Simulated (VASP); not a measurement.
# Ir (Fm-3m) in VASP: a series of runs, part 2 of 2

VASP 6.6.1. The steps go on from the part before.

### 3 Relaxation of cell and atoms, LDA

This run uses another cell than the first one, of 14.15 Å³/atom, 1.023 times its volume.

INCAR

```
PREC     = Accurate       # precision mode
ENCUT    = 500            # plane-wave cutoff, eV
EDIFF    = 1E-7           # SCF threshold, eV
ISMEAR   = 0              # smearing method
SIGMA    = 0.1            # smearing width, eV
LREAL    = F              # projectors in reciprocal space
LASPH    = T              # aspherical terms in the spheres
NELM     = 120            # most SCF steps
ALGO     = Normal         # electronic algorithm
ISIF     = 3              # what is computed and relaxed
LWAVE    = F              # write WAVECAR
LCHARG   = F              # write CHGCAR
GGA      = CA             # functional
IBRION   = 2              # ionic algorithm
NSW      = 100            # ionic steps
EDIFFG   = -0.005         # ionic threshold
GGA_COMPAT= F            
NELMIN   = 4
```

KPOINTS

```
regular mesh
0
Gamma
  18 18 18
```

POSCAR

```
Ir
1.0
    0.0000000000      1.9197000000      1.9197000000
    1.9197000000      0.0000000000      1.9197000000
    1.9197000000      1.9197000000      0.0000000000
Ir
1
Direct
    0.0000000000      0.0000000000      0.0000000000
```

Potentials or basis: VASP PAW LDA potentials, release 64 (Ir_sv_GW).

Started as:

```bash
cat potpaw_LDA.64/Ir_sv_GW/POTCAR > POTCAR
mpirun -np 1 vasp_std > vasp.out
```

OUTCAR:

```text
PREC = Accurate
   ENCUT = 500
   EDIFF = 1E-7
   ISMEAR = 0
   LREAL = F
   LASPH = T
   NELM = 120
   ISIF = 3
   GGA = CA
   IBRION = 2
   NSW = 100
   EDIFFG = -0.005
   NELMIN = 4

 ion  position               nearest neighbor table
   1  0.000  0.000  0.000-

  LATTYP: Found a face centered cubic cell.
 ALAT       =     3.8394000000

  Lattice vectors:

 A1 = (   0.0000000000,   1.9197000000,   1.9197000000)
 A2 = (   1.9197000000,   0.0000000000,   1.9197000000)
 A3 = (   1.9197000000,   1.9197000000,   0.0000000000)

Analysis of symmetry for initial positions (statically):
=====================================================================
 Subroutine PRICEL returns:
 Original cell was already a primitive cell.

 Routine SETGRP: Setting up the symmetry group for a
 face centered cubic supercell.
[... 390 lines left out ...]
 fundamental gap:      0.0220639554
 Fermi energy:        13.2110276557

 k-point     1 :       0.0000    0.0000    0.0000
  band No.  band energies     occupation
      1     -79.4210      2.00000
      2     -36.0764      2.00000
      3     -36.0764      2.00000
      4     -36.0764      2.00000
      5       1.8136      2.00000
      6       9.1094      2.00000
      7       9.1094      2.00000
      8       9.1094      2.00000
      9      11.9455      2.00000
     10      11.9455      2.00000
     11      26.7418      0.00000
     12      32.3629      0.00000
[... 331 lines left out ...]
 k-point    24 :      -0.2222    0.0556    0.0000
  band No.  band energies     occupation
      1     -79.3848      2.00000
      2     -36.5032      2.00000
      3     -36.1648      2.00000
      4     -36.1266      2.00000
      5       4.0761      2.00000
      6       8.4337      2.00000
      7       9.5885      2.00000
      8       9.6802      2.00000
      9      11.6199      2.00000
     10      12.5260      2.00000
     11      27.1149      0.00000
     12      29.8193      0.00000

 [... further k-points ...]
[... 5 lines left out ...]
  --------------------------------------------------------------------------------------
  -------------------------------------------------------------------------------------
  Total        0.0000718      0.0000718      0.0000718      0.0000000     -0.0000000      0.0000000
  in kB        0.0083418      0.0083418      0.0083418      0.0000000     -0.0000000      0.0000000
  external PRESSURE =       0.0083418 kB  Pullay stress =       0.0000000 kB
[... 16 lines left out ...]
  FREE ENERGIE OF THE ION-ELECTRON SYSTEM (eV)
  ---------------------------------------------------
  free  energy   TOTEN  =       -10.9109429465 eV

  energy  without entropy=      -10.9061241320  energy(sigma->0) =      -10.90853354

 reached required accuracy - stopping structural energy minimisation
```

Run time: 87 s. Hardware: 1 thread of Intel Xeon Platinum 8488C (Sapphire Rapids), shared host; peak memory 0.16 GiB.

Results:

| Quantity | Value |
| --- | --- |
| Free energy | -10.9109 eV |
| Relaxed volume | 13.78 Å³/atom |
| Relaxed cell | a = 2.691 Å, b = 2.691 Å, c = 2.691 Å, α = 60.00°, β = 60.00°, γ = 60.00° |
| Space group after relaxing (to 0.05 Å) | Fm-3m (No. 225) |
| Energy gained by relaxing | 12.1 meV/atom |
| Ionic steps | 7 |
| Pressure after relaxing | 0.0 GPa |

Step by step:
```
step  energy change (eV)  largest force (eV/Å)  pressure (GPa)  volume (Å³)
   1              0.0000                0.0000          -10.33        14.15
   2              0.2271                0.0000           60.05        12.36
   3             -0.0121                0.0000           -0.58        13.80
   4             -0.0121                0.0000           -0.08        13.79
   5             -0.0121                0.0000            0.14        13.78
   6             -0.0121                0.0000           -0.49        13.80
   7             -0.0121                0.0000            0.00        13.78
```

Final structure:
```
CELL_PARAMETERS angstrom
0.00000 1.90300 1.90300
1.90300 0.00000 1.90300
1.90300 1.90300 0.00000
ATOMIC_POSITIONS crystal
Ir 0.00000 0.00000 0.00000
```

Levels at points of the mesh, in eV from the Fermi level:
| k point | band 5 | band 6 | band 7 | band 8 | band 9 | band 10 | band 11 | band 12 |
| --- | --- | --- | --- | --- | --- | --- | --- | --- |
| (0.00, 0.00, 0.00) | -11.40 | -4.10 | -4.10 | -4.10 | -1.27 | -1.27 | 13.53 | 19.15 |
| (0.50, 0.00, 0.00) | -8.42 | -4.20 | -4.20 | -0.80 | 0.92 | 0.92 | 7.53 | 13.20 |
| (0.50, 0.50, 0.00) | -8.25 | -7.68 | 0.91 | 1.52 | 1.52 | 1.71 | 10.89 | 11.57 |

Caveat: spin-orbit coupling is left out, which moves the levels of the heavy elements.

### 4 Single point, LDA

INCAR

```
SYSTEM = Ir
ALGO = Normal ; EDIFF = 1E-6
ENCUT = 500 ; GGA = CA
GGA_COMPAT = .FALSE. ; ISIF = 2
ISMEAR = 0 ; LASPH = .TRUE.
LCHARG = .FALSE. ; LREAL = .FALSE.
LWAVE = .FALSE. ; NBANDS = 14
NELM = 120 ; PREC = Accurate
SIGMA = 0.15
```

KPOINTS

```
k-points
0
G
  20 20 20
  0 0 0
```

POSCAR

```
Ir
1.0
    0.0000000000      1.9054060557      1.9054060557
    1.9054060557      0.0000000000      1.9054060557
    1.9054060557      1.9054060557      0.0000000000
Ir
1
Direct
    0.0000000000      0.0000000000      0.0000000000
```

Started as:

```bash
cat potpaw_LDA.64/Ir_sv_GW/POTCAR > POTCAR
mpirun -np 1 vasp_std > vasp.out
```

Wall time 29 s (1 thread of Intel Xeon Platinum 8488C (Sapphire Rapids), shared host); peak memory 0.16 GiB.

The run converged. Its results:

```yaml
Free_energy: -10.9087 eV
Pressure: -1.7 GPa
```

Levels at points of the mesh, in eV from the Fermi level:
```tsv
k point	band 4	band 5	band 6	band 7	band 8	band 9	band 10	band 11	band 12	band 13
(0.00, 0.00, 0.00)	-49.20	-11.27	-4.00	-4.00	-4.00	-1.18	-1.18	13.63	19.23	19.23
(0.50, 0.00, 0.00)	-49.32	-8.29	-4.10	-4.10	-0.71	0.99	0.99	7.57	13.30	19.30
(0.50, 0.50, 0.00)	-49.52	-8.12	-7.56	0.98	1.59	1.59	1.79	10.91	11.64	11.64
```

Caveat: spin-orbit coupling is left out, which moves the levels of the heavy elements.

### 5 Single point, LDA

This run uses another cell than the first one, of 14.15 Å³/atom, 1.023 times its volume.

INCAR

```
SYSTEM = Ir
ALGO = Normal
EDIFF = 1E-6
ENCUT = 500
GGA = CA
GGA_COMPAT = .False.
ISIF = 2
ISMEAR = 0
LASPH = .True.
LCHARG = .True.
LELF = .True.
LREAL = .False.
LVHAR = .True.
LWAVE = .False.
NBANDS = 10
NELM = 120
PREC = Accurate
SIGMA = 0.1
```

KPOINTS

```
k-points
0
Gamma
  8 8 8
  0 0 0
```

POSCAR

```
Ir
1.0
    0.0000000000      1.9197000000      1.9197000000
    1.9197000000      0.0000000000      1.9197000000
    1.9197000000      1.9197000000      0.0000000000
Ir
1
Direct
    0.0000000000      0.0000000000      0.0000000000
```

Potentials or basis: VASP PAW LDA potentials, release 64 (Ir).

Started as:

```bash
cat potpaw_LDA.64/Ir/POTCAR > POTCAR
mpirun -np 1 vasp_std > vasp.out
```

Run time: 2.1 s. Hardware: 1 thread of Intel Xeon 6975P-C (Granite Rapids), shared host; peak memory 0.12 GiB.

The run converged. Its results:

```yaml
Free_energy: -10.2472 eV
Pressure: -4.8 GPa
```

Levels at points of the mesh, in eV from the Fermi level:
```
           k point  band 1  band 2  band 3  band 4  band 5  band 6  band 7  band 8
(0.00, 0.00, 0.00)  -11.15   -3.97   -3.97   -3.97   -1.22   -1.22   14.28   19.84
(0.50, 0.00, 0.00)   -8.17   -4.05   -4.05   -0.76    0.85    0.85    7.21   13.83
(0.50, 0.50, 0.00)   -7.95   -7.42    0.85    1.42    1.42    1.68   10.47   11.65
```

Caveat: spin-orbit coupling is left out, which moves the levels of the heavy elements.

### 6 The runs side by side

```tsv
task	potentials or basis	cell	k mesh	smearing	second run	gap on the mesh (eV)	pressure (GPa)
single point	VASP PAW LDA potentials, release 64 (Ir_sv_GW)	a = 2.695 Å, angles 60.0°, 1 atom	22 × 22 × 22	gaussian 0.15 eV	valence_matched	none	-1.5
relaxation of cell and atoms	VASP PAW LDA potentials, release 64 (Ir_sv_GW)	relaxed from a = 2.715 Å, angles 60.0°, 1 atom	18 × 18 × 18	gaussian 0.1 eV	valence_matched	none	0.0
single point	VASP PAW LDA potentials, release 64 (Ir_sv_GW)	a = 2.695 Å, angles 60.0°, 1 atom	20 × 20 × 20	gaussian 0.15 eV	valence_matched	none	-1.7
single point	VASP PAW LDA potentials, release 64 (Ir)	a = 2.715 Å, angles 60.0°, 1 atom	8 × 8 × 8	gaussian 0.1 eV	-	none	-4.8
```

Alike in all rows: level LDA; no spin polarisation; cutoff (eV) 500.

Caveats: spin-orbit coupling is left out, which moves the levels of the heavy elements.

Total energies depend on the potentials used, so only differences within one code and one set of settings carry meaning.
